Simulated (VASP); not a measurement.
A run of VASP 6.6.1:

INCAR

```
SYSTEM = Ge
PREC = Accurate
ENCUT = 600
EDIFF = 1E-6
ISMEAR = -1
SIGMA = 0.05
LREAL = .FALSE.
LASPH = .TRUE.
NELM = 100
ALGO = Normal
ISIF = 3
LWAVE = .FALSE.
LCHARG = .FALSE.
GGA = B5
ALDAX = 1.0
AGGAX = 1.0
AGGAC = 1.0
ALDAC = 0.0
IBRION = 2
NSW = 60
EDIFFG = -0.01
```

KPOINTS

```
regular mesh
0
G
  8 8 8
  0 0 0
```

The input POSCAR:

```
Ge
1.0
    0.0000000000      2.8289100000      2.8289100000
    2.8289100000      0.0000000000      2.8289100000
    2.8289100000      2.8289100000      0.0000000000
Ge
2
Direct
    0.7500000000      0.7500000000      0.7500000000
    0.5000000000      0.5000000000      0.5000000000
```

Potentials or basis: VASP PAW PBE potentials, release 64 (Ge_d).

The run is started by

```bash
$ cat potpaw_PBE.64/Ge_d/POTCAR > POTCAR
$ mpirun -np 1 vasp_std > vasp.out
```

Hardware: 1 thread of AMD EPYC 9R45 96-Core Processor (Zen 5) (shared host).

How long does it take, and how much memory?

It took 2.4 min on 1 thread of AMD EPYC 9R45 96-Core Processor (Zen 5), with other jobs on the host, peak memory 0.16 GiB. Counts: scf iterations 51, k points 29, ion steps 10.
